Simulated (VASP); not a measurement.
# LiC2 in VASP: further runs

LiC2 is run at these levels: PBE; tasks: single point.

Program: VASP 6.6.1. These are calculated values, not measurements. Logs are shortened: lines on timing, memory, paths and dates and some standing lists are left out, and cuts for length are marked.

## (1) The cell of the first run

Symmetry: C2, No. 5, monoclinic system. The conventional cell has a = 5.065 Å, b = 6.140 Å, c = 3.523 Å, α = 90.00°, β = 133.59°, γ = 90.00°. Within 3.2 Å of Li (site symmetry 2) lie 10 C at 2.30 to 3.14 Å. C (site symmetry 1) has 1 C at 1.27 Å within 1.7 Å.

## (2) Single point, PBE

Input file INCAR:

```
SYSTEM = LiC2
  ALGO = Normal
  EDIFF = 1E-6
  ENCUT = 520
  GGA = PE
  ISIF = 2
  ISMEAR = 0
  LASPH = .TRUE.
  LCHARG = .TRUE.
  LELF = .TRUE.
  LREAL = .FALSE.
  LVHAR = .TRUE.
  LWAVE = .FALSE.
  NBANDS = 12
  NELM = 100
  PREC = Accurate
  SIGMA = 0.1
```

Input file KPOINTS:

```
k-points
0
G
  6 6 6
  0 0 0
```

Input file POSCAR:

```
LiC2
1.0
    2.5323650091     -3.0700350294      0.0000000000
    2.5323650091      3.0700350294      0.0000000000
   -2.4287274191      0.0000000000      2.5515282703
Li C
1 2
Direct
    0.9779626349      0.0220373651      0.5000000000
    0.3452724629      0.6564665633      0.6817824199
    0.3435334367      0.6547275371      0.3182175801
```

Potentials or basis: VASP PAW PBE potentials, release 64 (Li_sv, C).

On the command line:

```sh
> cat potpaw_PBE.64/Li_sv/POTCAR potpaw_PBE.64/C/POTCAR > POTCAR
> mpirun -np 1 vasp_std > vasp.out
```

OUTCAR:

```text
SYSTEM = LiC2
   EDIFF = 1E-6
   ENCUT = 520
   GGA = PE
   ISIF = 2
   ISMEAR = 0
   LASPH = .TRUE.
   LREAL = .FALSE.
   NELM = 100
   PREC = Accurate

 ion  position               nearest neighbor table
   1  0.978  0.022  0.500-   2 2.30   3 2.30   3 2.31   2 2.31
   2  0.345  0.656  0.682-   3 1.27   1 2.30   1 2.31
   3  0.344  0.655  0.318-   2 1.27   1 2.30   1 2.31

  LATTYP: Found a base centered monoclinic cell.
 ALAT       =     5.0647300182
 B/A-ratio  =     1.2123193214
 C/A-ratio  =     0.6955243305
 COS(beta)  =    -0.6894617053

  Lattice vectors:

 A1 = (   2.5323650091,  -3.0700350294,   0.0000000000)
 A2 = (   2.5323650091,   3.0700350294,   0.0000000000)
 A3 = (  -2.4287274191,   0.0000000000,   2.5515282703)

Analysis of symmetry for initial positions (statically):
=====================================================================
 Subroutine PRICEL returns:
 Original cell was already a primitive cell.

 Routine SETGRP: Setting up the symmetry group for a
 base centered monoclinic supercell.

 Subroutine GETGRP returns: Found  2 space group operations
 (whereof  2 operations were pure point group operations)
 out of a pool of  4 trial point group operations.

The static configuration has the point symmetry C_2 .

Analysis of symmetry for dynamics (positions and initial velocities):
=====================================================================
 Subroutine PRICEL returns:
 Original cell was already a primitive cell.

 Routine SETGRP: Setting up the symmetry group for a
 base centered monoclinic supercell.

 Subroutine GETGRP returns: Found  2 space group operations
 (whereof  2 operations were pure point group operations)
 out of a pool of  4 trial point group operations.

The dynamic configuration has the point symmetry C_2 .

 Subroutine INISYM returns: Found  2 space group operations
 (whereof  2 operations are pure point group operations),
 and found     1 'primitive' translations

----------------------------------------------------------------------------------------

                                     Primitive cell

  volume of cell :      39.6735

  direct lattice vectors                    reciprocal lattice vectors
     2.532365009 -3.070035029  0.000000000     0.197443891 -0.162864591  0.187941242
     2.532365009  3.070035029  0.000000000     0.197443891  0.162864591  0.187941242
    -2.428727419  0.000000000  2.551528270     0.000000000  0.000000000  0.391921975

  length of vectors
     3.979696926  3.979696926  3.522642955     0.317538778  0.317538778  0.391921975

  position of ions in fractional coordinates (direct lattice)
     0.977962635  0.022037365  0.500000000
     0.345272463  0.656466563  0.681782420
     0.343533437  0.654727537  0.318217580

  ion indices of the primitive-cell ions
   primitive index   ion index
                 1           1
                 2           2
                 3           3

----------------------------------------------------------------------------------------

 KPOINTS: k-points

Automatic generation of k-mesh.
 Grid dimensions read from file:
 generate k-points for:    6    6    6

 Generating k-lattice:

  Cartesian coordinates                     Fractional coordinates (reciprocal lattice)
     0.032907315 -0.027144099  0.031323540     0.166666667  0.000000000  0.000000000
     0.032907315  0.027144099  0.031323540     0.000000000  0.166666667  0.000000000
     0.000000000  0.000000000  0.065320329     0.000000000  0.000000000  0.166666667

  Length of vectors
     0.052923130  0.052923130  0.065320329

  Shift w.r.t. Gamma in fractional coordinates (k-lattice)
     0.000000000  0.000000000  0.000000000

 Subroutine IBZKPT returns following result:
 ===========================================

 Found     68 irreducible k-points:

 Following reciprocal coordinates:
            Coordinates               Weight
  0.000000  0.000000  0.000000      1.000000
  0.166667  0.000000  0.000000      4.000000
  0.333333  0.000000 -0.000000      4.000000
  0.500000  0.000000 -0.000000      2.000000
  0.166667  0.166667  0.000000      2.000000
  0.333333  0.166667 -0.000000      4.000000
[... 16 lines left out ...]
 -0.333333  0.166667  0.166667      4.000000
 -0.166667  0.166667  0.166667      4.000000
 [... further k-points ...]
   k-points           NKPTS =     68   k-points in BZ     NKDIM =     68   number of bands    NBANDS=     12
   number of dos      NEDOS =    301   number of ions     NIONS =      3
   total plane-waves  NPLWV =  25200
   dimension x,y,z NGX =    30 NGY =   30 NGZ =   28
   dimension x,y,z NGXF=    60 NGYF=   60 NGZF=   56
   ions per type =               1   2
   NGX,Y,Z   is equivalent  to a cutoff of  12.53, 12.53, 13.21 a.u.
   NGXF,Y,Z  is equivalent  to a cutoff of  25.06, 25.06, 26.43 a.u.
 SYSTEM =  LiC2
   PREC   = accura    normal or accurate (medium, high low for compatibility)
   ISTART =      0    job   : 0-new  1-cont  2-samecut
   ICHARG =      2    charge: 1-file 2-atom 10-const
   ISPIN  =      1    spin polarized calculation?
   LNONCOLLINEAR =      F non collinear calculations
   LSORBIT =      F    spin-orbit coupling
   LASPH  =      T    aspherical Exc in radial PAW
   ENCUT  =  520.0 eV  38.22 Ry    6.18 a.u.   7.40  7.40  6.55*2*pi/ulx,y,z
   NELM   =    100;   NELMIN=  2; NELMDL= -5     # of ELM steps
   EDIFF  = 0.1E-05   stopping-criterion for ELM
   LREAL  =      F    real-space projection
   EDIFFG = 0.1E-04   stopping-criterion for IOM
   NSW    =      0    number of steps for IOM
   IBRION =     -1    ionic relax: 0-MD 1-quasi-New 2-CG
   NFREE  =      0    steps in history (QN), initial steepest desc. (CG)
   ISIF   =      2    stress and relaxation
   ISYM   =      2    0-nonsym 1-usesym 2-fastsym
   POTIM  = 0.5000    time-step for ionic-motion
   TEBEG  =    0.0;   TEEND  =   0.0 temperature during run
   PSTRESS=    0.0 pullay stress
   NELECT =      11.0000    total number of electrons
   NUPDOWN=      -1.0000    fix difference up-down
   EMIN   =  10.00;   EMAX   =-10.00  energy-range for DOS
   EFERMI =   0.00;   METHOD = LEGACY
   ISMEAR =     0;   SIGMA  =   0.10  broadening in eV -4-tet -1-fermi 0-gaus
   EFERMI_NEDOS =   21; number of points for ismear=-14 and -15
   IALGO  =     38    algorithm
   IMIX   =      4    mixing-type and parameters
     AMIX     =   0.40;   BMIX     =  1.00
     AMIX_MAG =   1.60;   BMIX_MAG =  1.00
  volume/ion in A,a.u.               =      13.22        89.24
  Fermi-wavevector in a.u.,A,eV,Ry     =   1.067511  2.017303 15.504926  1.139580
  Thomas-Fermi vector in A             =   2.203130
   LORBIT       =      0    0 simple, 1 ext, 2 COOP (PROOUT), +10 PAW based schemes
   GGA     = PE    functional components
   LHFCALC =     F    Hartree Fock is set to
   AEXX    =    0.0000 exact exchange contribution
   IVDW    =     0    specifies the selected vdW correction
   LEPSILON=     F    determine dielectric tensor
   LRPA    =     F    only Hartree local field effects (RPA)
 non-spin polarized calculation
 Gauss-broadening in eV      SIGMA  =   0.10
  energy-cutoff  :      520.00
  volume of cell :       39.67
 maximum number of plane-waves:      1091
 NGX is ok and might be reduce to    30

 number of electron      10.9999998 magnetization

 Free energy of the ion-electron system (eV)
  ---------------------------------------------------
  ext. energy  EPLUGINS =         0.00000000
  ---------------------------------------------------
  free energy    TOTEN  =       -16.73129942 eV

  energy without entropy =      -16.73129942  energy(sigma->0) =      -16.73129942

 E-fermi :   0.8684     XC(G=0):  -8.4444

 val. band max:        0.3325818073   @ k =   0.1667   0.0000   0.1667
 cond. band min:       1.3429256062   @ k =  -0.3333  -0.0000   0.3333
 fundamental gap:      1.0103437989
 Fermi energy:         0.8684037183

 k-point     1 :       0.0000    0.0000    0.0000
  band No.  band energies     occupation
      1     -44.4468      2.00000
      2     -13.2182      2.00000
      3      -3.8046      2.00000
      4      -1.3763      2.00000
      5      -1.2501      2.00000
      6      -0.8241      2.00000
      7       5.6948      0.00000
      8       6.5366      0.00000
      9       6.9607      0.00000
     10      10.3432      0.00000
     11      10.4123      0.00000
     12      13.6088      0.00000

 k-point     2 :       0.1667    0.0000    0.0000
  band No.  band energies     occupation
      1     -44.4464      2.00000
      2     -13.1457      2.00000
      3      -3.8071      2.00000
      4      -1.8370      2.00000
      5      -1.4075      2.00000
      6      -0.8300      2.00000
      7       5.8585      0.00000
      8       6.6911      0.00000
      9       7.1232      0.00000
     10       9.7261      0.00000
     11      10.9011      0.00000
     12      13.9013      0.00000

 k-point     3 :       0.3333    0.0000   -0.0000
  band No.  band energies     occupation
      1     -44.4456      2.00000
      2     -12.9932      2.00000
      3      -3.7616      2.00000
      4      -2.7414      2.00000
      5      -1.6583      2.00000
      6      -0.8335      2.00000
      7       5.6367      0.00000
      8       6.8770      0.00000
      9       7.6462      0.00000
     10       9.7057      0.00000
     11      11.8614      0.00000
     12      14.5998      0.00000
[... 286 lines left out ...]
 k-point    23 :      -0.3333    0.1667    0.1667
  band No.  band energies     occupation
      1     -44.4459      2.00000
      2     -12.9735      2.00000
      3      -4.6811      2.00000
      4      -2.1454      2.00000
      5      -1.4884      2.00000
      6      -0.0352      2.00000
      7       5.4663      0.00000
      8       6.1853      0.00000
      9       7.9414      0.00000
     10       9.7705      0.00000
     11      12.3219      0.00000
     12      13.4638      0.00000

 k-point    24 :      -0.1667    0.1667    0.1667
  band No.  band energies     occupation
      1     -44.4459      2.00000
      2     -12.9981      2.00000
      3      -4.6490      2.00000
      4      -1.9922      2.00000
      5      -1.4203      2.00000
      6       0.1438      2.00000
      7       5.1383      0.00000
      8       5.8004      0.00000
      9       7.8142      0.00000
     10       9.8247      0.00000
     11      11.9037      0.00000
     12      14.0167      0.00000

 [... further k-points ...]

------------------------ aborting loop because EDIFF is reached ----------------------------------------

  FORCE on cell =-STRESS in cart. coord.  units (eV):
  Direction    XX          YY          ZZ          XY          YZ          ZX
  --------------------------------------------------------------------------------------
  -------------------------------------------------------------------------------------
  Total       -0.0950210     -0.0335042     -0.1174371      0.0000000      0.0000000      0.1350691
  in kB       -3.8373372     -1.3530393     -4.7425932      0.0000000      0.0000000      5.4546454
  external PRESSURE =      -3.3109899 kB  Pullay stress =       0.0000000 kB

 VOLUME and BASIS-vectors are now :
 -----------------------------------------------------------------------------
  energy-cutoff  :      520.00
  volume of cell :       39.67
      direct lattice vectors                 reciprocal lattice vectors
     2.532365009 -3.070035029  0.000000000     0.197443891 -0.162864591  0.187941242
     2.532365009  3.070035029  0.000000000     0.197443891  0.162864591  0.187941242
    -2.428727419  0.000000000  2.551528270     0.000000000  0.000000000  0.391921975

 POSITION                                       TOTAL-FORCE (eV/Angst)
 -----------------------------------------------------------------------------------
      1.31800     -2.93472      1.27576         0.000000      0.001944      0.000000
      0.88091      0.95538      1.73959         0.145403     -0.000972     -0.154583
      1.75510      0.95538      0.81194        -0.145403     -0.000972      0.154583
 -----------------------------------------------------------------------------------
    total drift:                               -0.000000     -0.000273      0.000000

  FREE ENERGIE OF THE ION-ELECTRON SYSTEM (eV)
  ---------------------------------------------------
  free  energy   TOTEN  =       -16.7312994219 eV

  energy  without entropy=      -16.7312994219  energy(sigma->0) =      -16.73129942
```

Run time: 28 s. Hardware: 1 thread of Intel Xeon Platinum 8259CL at 2.50GHz (Skylake/Cascade Lake), shared host; peak memory 0.17 GiB.

What came out:

```
Free energy            : -16.7313 eV
Largest force          : 0.212 eV/Å
Band gap on the k mesh : zero (an odd number of electrons rules out a gap without spin polarisation)
```

Forces in eV/Å, atoms in the order of the input:
```
Li   0.000  0.002  0.000
C    0.145 -0.001 -0.155
C   -0.145 -0.001  0.155
```

Caveat: the cutoff is under 1.25 times the usual one of these potentials, so pressure, stress and relaxed cells hold a basis-set (Pulay) error.

## (3) Single point, PBE

This run uses another cell than the first one: it holds 6 atoms, not 3.

Input file INCAR:

```
SYSTEM = LiC2
ALGO = Normal ; EDIFF = 1E-6
ENCUT = 520 ; GGA = PE
ISIF = 2 ; ISMEAR = 0
LASPH = .TRUE. ; LCHARG = .TRUE.
LELF = .TRUE. ; LREAL = .FALSE.
LVHAR = .TRUE. ; LWAVE = .FALSE.
NBANDS = 20 ; NELM = 80
PREC = Accurate ; SIGMA = 0.2
```

Input file KPOINTS:

```
k-points
0
G
  6 6 4
  0 0 0
```

Input file POSCAR:

```
LiC2
1.0
    0.0150230815     -0.0032352430      3.5226094348
    3.6685932681     -0.0016992697      0.0150586241
   -0.0038753003      6.1400654613     -0.0064374428
Li C
2 4
Direct
    1.2500337767      0.9999594772      0.0221506767
    0.7490848708      0.5000905493      0.5219740800
    0.9300514320      0.5008468523      0.1556259156
    0.4308930292      1.0009422004      0.6556182113
    0.5695503858      0.4990503410      0.1556311564
    0.0703865054      0.9991105798      0.6556666268
```

Potentials or basis: VASP PAW PBE potentials, release 64 (Li_sv, C).

On the command line:

```sh
> cat potpaw_PBE.64/Li_sv/POTCAR potpaw_PBE.64/C/POTCAR > POTCAR
> mpirun -np 1 vasp_std > vasp.out
```

OUTCAR:

```text
SYSTEM = LiC2
   EDIFF = 1E-6
   ENCUT = 520
   GGA = PE
   ISIF = 2
   ISMEAR = 0
   LASPH = .TRUE.
   LREAL = .FALSE.
   NELM = 80
   PREC = Accurate

 ion  position               nearest neighbor table
   1  0.250  1.000  0.022-   5 2.30   3 2.30   5 2.31   3 2.31   6 2.34
   2  0.749  0.500  0.522-   4 2.30   6 2.30   4 2.31   6 2.31   5 2.34
   3  0.930  0.501  0.156-   5 1.27   1 2.30   1 2.31
   4  0.431  0.001  0.656-   6 1.27   2 2.30   2 2.31
[... 766 lines left out ...]
  -------------------------------------------------------------------------------------
  Total        0.0219458     -0.0768808      0.3016648      0.0075616      0.0103379     -0.0028225
  in kB        0.4431317     -1.5523846      6.0912492      0.1526853      0.2087440     -0.0569920
  external PRESSURE =       1.6606654 kB  Pullay stress =       0.0000000 kB

 VOLUME and BASIS-vectors are now :
 -----------------------------------------------------------------------------
  energy-cutoff  :      520.00
  volume of cell :       79.35
      direct lattice vectors                 reciprocal lattice vectors
     0.015023082 -0.003235243  3.522609435    -0.001165140  0.000296900  0.283885705
     3.668593268 -0.001699270  0.015058624     0.272588897  0.000170826 -0.001162369
    -0.003875300  6.140065461 -0.006437443     0.000074825  0.162864917  0.000149260

 POSITION                                       TOTAL-FORCE (eV/Angst)
 -----------------------------------------------------------------------------------
      3.67212      0.13350      0.89569        -0.001119      0.003257      0.000467
      1.84386      3.20168      2.64290        -0.001720      0.006917      0.003882
      1.85077      0.95169      3.28275         0.000909     -0.001534      0.105683
      0.00739      4.02414      1.51366         0.000696      0.002371      0.102888
      1.83877      0.95289      2.01282         0.000370     -0.003597     -0.105370
      3.66385      4.02391      0.25877         0.000863     -0.007413     -0.107551
 -----------------------------------------------------------------------------------
    total drift:                               -0.000012      0.000145      0.000162

  FREE ENERGIE OF THE ION-ELECTRON SYSTEM (eV)
  ---------------------------------------------------
  free  energy   TOTEN  =       -33.4630880968 eV

  energy  without entropy=      -33.4630395420  energy(sigma->0) =      -33.46306382
```

OSZICAR:

```text
N       E                     dE             d eps       ncg     rms          rms(c)
DAV:   1     0.959026224876E+02    0.95903E+02   -0.99227E+03  3040   0.106E+03
DAV:   2    -0.235248019012E+02   -0.11943E+03   -0.11449E+03  4048   0.236E+02
DAV:   3    -0.358602332125E+02   -0.12335E+02   -0.12259E+02  5004   0.566E+01
DAV:   4    -0.362905772501E+02   -0.43034E+00   -0.42884E+00  4348   0.121E+01
DAV:   5    -0.363185640530E+02   -0.27987E-01   -0.27986E-01  4192   0.240E+00    0.820E+00
DAV:   6    -0.337575723952E+02    0.25610E+01   -0.32276E+00  3328   0.917E+00    0.382E+00
DAV:   7    -0.334365493533E+02    0.32102E+00   -0.16392E+00  4036   0.652E+00    0.155E+00
DAV:   8    -0.334697953425E+02   -0.33246E-01   -0.19793E-01  3808   0.240E+00    0.431E-01
DAV:   9    -0.334619042340E+02    0.78911E-02   -0.29333E-02  3544   0.907E-01    0.135E-01
DAV:  10    -0.334628134994E+02   -0.90927E-03   -0.35827E-03  4208   0.301E-01    0.746E-02
DAV:  11    -0.334630790489E+02   -0.26555E-03   -0.47902E-04  3240   0.142E-01    0.291E-02
DAV:  12    -0.334630861211E+02   -0.70722E-05   -0.23082E-05  3812   0.358E-02    0.614E-03
DAV:  13    -0.334630880151E+02   -0.18940E-05   -0.35843E-06  3500   0.119E-02    0.148E-03
DAV:  14    -0.334630880968E+02   -0.81720E-07   -0.36823E-07  2400   0.402E-03
   1 F= -.33463088E+02 E0= -.33463064E+02  d E =-.485547E-04
```

Wall time 85 s (1 thread of Intel Xeon Platinum 8259CL at 2.50GHz (Skylake/Cascade Lake), shared host); peak memory 0.23 GiB.

What came out:

* Free energy: -33.4631 eV
* Largest force: 0.108 eV/Å
* Band gap on the k mesh: zero (bands 11 and 12 overlap by 3.69 eV)

Forces in eV/Å, atoms in the order of the input:
```
Li  -0.001  0.003  0.000
Li  -0.002  0.007  0.004
C    0.001 -0.002  0.106
C    0.001  0.002  0.103
C    0.000 -0.004 -0.105
C    0.001 -0.007 -0.108
```

Caveat: the cutoff is under 1.25 times the usual one of these potentials, so pressure, stress and relaxed cells hold a basis-set (Pulay) error.

(Continued in part 2 of 2.)
